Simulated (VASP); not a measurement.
W: single point with PBE

The system is W.

```
CELL_PARAMETERS angstrom
-0.98820 1.72317 1.72317
1.72317 -0.98820 1.72317
1.72317 1.72317 -0.98820
ATOMIC_POSITIONS crystal
W 0.00000 0.00000 0.00000
```

| Property | Result |
| --- | --- |
| Program | VASP 6.6.1 |
| Task | single point |
| Functional | PBE |
| Potentials or basis | VASP PAW PBE potentials, release 64 (W_sv) |
| Cutoff | 520 eV |
| k mesh | 22 × 22 × 22 |
| Occupations | gaussian, width 0.15 eV |
| Spin | no spin polarisation |
| Dipole correction | no |
| Further INCAR settings | ALGO = Fast; EDIFF = 1e-06; NBANDS = 13 |

```yaml
Pressure: 2.8 GPa
Band_gap_on_the_k_mesh: zero (band 7 reaches 11.28 eV, above the bottom of band 8 at 8.57 eV)
```

Stress tensor (GPa, compression positive):
```
 2.83 -6.01 -6.01
-6.01  2.83 -6.01
-6.01 -6.01  2.83
```

Levels at points of the mesh, in eV from the Fermi level:
```csv
k point,band 5,band 6,band 7,band 8,band 9,band 10
"(0.00, 0.00, 0.00)",-8.66,-4.31,-4.31,4.41,4.73,4.73
"(0.50, 0.00, 0.00)",-5.17,-3.41,-0.75,0.93,1.18,5.02
"(0.50, 0.50, 0.00)",-5.60,-3.02,1.58,1.95,4.08,5.55
"(0.50, 0.50, 0.50)",-4.24,-4.24,-3.24,7.22,7.63,7.63
```

Wall time 2.2 min on 1 thread of Intel(R) Xeon(R) Platinum 8259CL CPU @ 2.50GHz (Skylake/Cascade Lake), with other jobs on the host, peak memory 0.32 GiB.

Caveat: spin-orbit coupling is left out, which moves the levels of the heavy elements.
